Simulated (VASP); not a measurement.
Bi, 2 atoms in the cell. The cell holds a slab with vacuum, 2 atoms: a = 4.558 Å, b = 4.558 Å, c = 28.000 Å, α = 90.00°, β = 90.00°, γ = 120.00°. 

| Property | Result |
| --- | --- |
| Program | VASP 6.6.1 |
| Task | single point |
| Functional | PBE |
| Potentials or basis | VASP PAW PBE potentials, release 64 (Bi_d) |
| Cutoff | 520 eV |
| k mesh | 9 × 9 × 1 |
| Occupations | gaussian, width 0.02 eV |
| Spin | no spin polarisation |
| Dipole correction | yes |
| Further INCAR settings | ALGO = Normal; EDIFF = 1e-07; NBANDS = 22 |

Potentials or basis: VASP PAW PBE potentials, release 64 (Bi_d).

The run is started by

```bash
$ cat potpaw_PBE.64/Bi_d/POTCAR > POTCAR
$ mpirun -np 1 vasp_std > vasp.out
```

Hardware: 1 thread of AMD EPYC 9R45 96-Core Processor (Zen 5), on a shared host.

Estimate the wall time of this run.

It took 2.3 min on 1 thread of AMD EPYC 9R45 96-Core Processor (Zen 5) (shared host), peak memory 0.54 GiB. Counts: scf iterations 22, k points 12.
